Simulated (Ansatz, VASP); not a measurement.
# Two plane-wave programs on Hf

```
Hf
1.0
     3.19670    0.00000    0.00000
    -1.59835    2.76842    0.00000
     0.00000    0.00000    5.05780
Hf
2
Direct
  0.33333 0.66667 0.13137
  0.66667 0.33333 0.75000
```

Alike in both runs: task single point; functional PBEsol; k mesh 18 × 18 × 10; occupations gaussian, width 0.15 eV; no spin polarisation.

|  | VASP | Ansatz |
| --- | --- | --- |
| version | VASP 6.6.1 | Ansatz 0.2.0 |
| potentials or method | VASP PAW PBE potentials, release 64 (Hf_pv), cutoff 520 eV | scalar-relativistic, plane waves, PAW |
| valence electrons in the cell | 20 | 52 |

|  | VASP | Ansatz | Ansatz less VASP |
| --- | --- | --- | --- |
| gap on the k mesh at the Fermi level (eV) | none | none | - |
| pressure (GPa) | 11.0 | 11.4 | +0.42 |
| traceless stress, the component that is largest in VASP (GPa) | 11.01 | 10.96 | -0.045 |
| rms of the force components (eV/Å) | 3.017 | 3.053 | +0.0369 |

VASP's potentials were made for PBE, not for PBEsol. Atom by atom the forces differ by 0.037 eV/Å (rms over components). A gap of «none» marks a metal or a gap that the smearing closes. VASP's potentials hold 20 valence electrons a cell and Ansatz's 52, so a difference there can come from the potentials and not from the codes.

Spin-orbit coupling is off throughout.
